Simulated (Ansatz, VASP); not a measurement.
**One calculation of SiC, two programs**

```xyz
2
Lattice="0.0000 2.1784 2.1784 2.1784 0.0000 2.1784 2.1784 2.1784 0.0000" Properties=species:S:1:pos:R:3 pbc="T T T"
Si    0.0000    0.0103    0.0000
C     3.2676    3.2436    3.2676
```

Change from the starting cell: mode 6 frozen in at -0.024 Å, equal normal strain along x, y and z +0.0000.

Alike in both runs: task single point; functional PBEsol; k mesh 10 × 10 × 10; occupations gaussian, width 0.05 eV; no spin polarisation.

|  | VASP | Ansatz |
| --- | --- | --- |
| version | VASP 6.6.1 | Ansatz 0.2.0 |
| potentials or method | VASP PAW PBE potentials, release 64 (Si, C), cutoff 520 eV | scalar-relativistic, plane waves, PAW |
| valence electrons in the cell | 8 | 8 |

VASP gave:

| Item | Value |
| --- | --- |
| gap on the k mesh at the Fermi level (eV) | 1.07 |
| least direct gap on the mesh (eV) | 4.36 |
| pressure (GPa) | 0.5 |
| traceless stress, the component that is largest in VASP (GPa) | -2.29 |
| rms of the force components (eV/Å) | 0.379 |

Q: What did Ansatz give for the same quantities?

A: gap on the k mesh at the Fermi level (eV): 1.08; least direct gap on the mesh (eV): 4.37; pressure (GPa): 0.1; traceless stress, the component that is largest in VASP (GPa): -2.26; rms of the force components (eV/Å): 0.378.

VASP's potentials were made for PBE, not for PBEsol. Atom by atom the forces differ by 0.001 eV/Å (rms over components). With one functional, cell and mesh, what is left measures potentials, basis and numerics.
